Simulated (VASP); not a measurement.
## BaF2: electric field gradients with LDA

The system is BaF2.

```
Ba F
1.0
     0.00000    3.03677    3.03677
     3.03677    0.00000    3.03677
     3.03677    3.03677    0.00000
Ba F
1 2
Direct
  0.00000 0.00000 0.00000
  0.25000 0.25000 0.25000
  0.75000 0.75000 0.75000
```

This cell differs from its parent crystal: volume scaled by 0.94.

* Program: VASP 6.6.1
* Task: electric field gradients
* Functional: LDA
* Potentials or basis: VASP PAW LDA potentials, release 64 (Ba_sv, F)
* Cutoff: 520 eV
* k mesh: 8 × 8 × 8
* Occupations: fermi-dirac, width 0.01 eV
* Spin: no spin polarisation
* Dipole correction: no
* Further INCAR settings: ALGO = Normal; EDIFF = 1e-08; NBANDS = 19

* Pressure: 0.6 GPa
* Band gap on the k mesh: 6.63 eV, indirect (least direct gap 6.76 eV)

Levels at points of the mesh, in eV from the valence-band top:
```csv
k point,band 10,band 11,band 12,band 13,band 14,band 15
"(0.00, 0.00, 0.00)",-0.13,-0.13,-0.13,6.63,9.27,9.27
"(0.50, 0.00, 0.00)",-0.37,-0.18,-0.18,9.28,9.28,9.30
"(0.50, 0.50, 0.00)",-0.29,-0.29,-0.22,7.08,9.18,11.01
```

Wall time 20 s on 1 thread of Intel(R) Xeon(R) Platinum 8259CL CPU @ 2.50GHz (Skylake/Cascade Lake), with other jobs on the host, peak memory 0.17 GiB.

Caveat: without QUAD_EFG the Cq values of the log hold for a quadrupole moment of 1 mb, not for the nuclei; spin-orbit coupling is left out, which moves the levels of the heavy elements. A k mesh can miss the band edges.
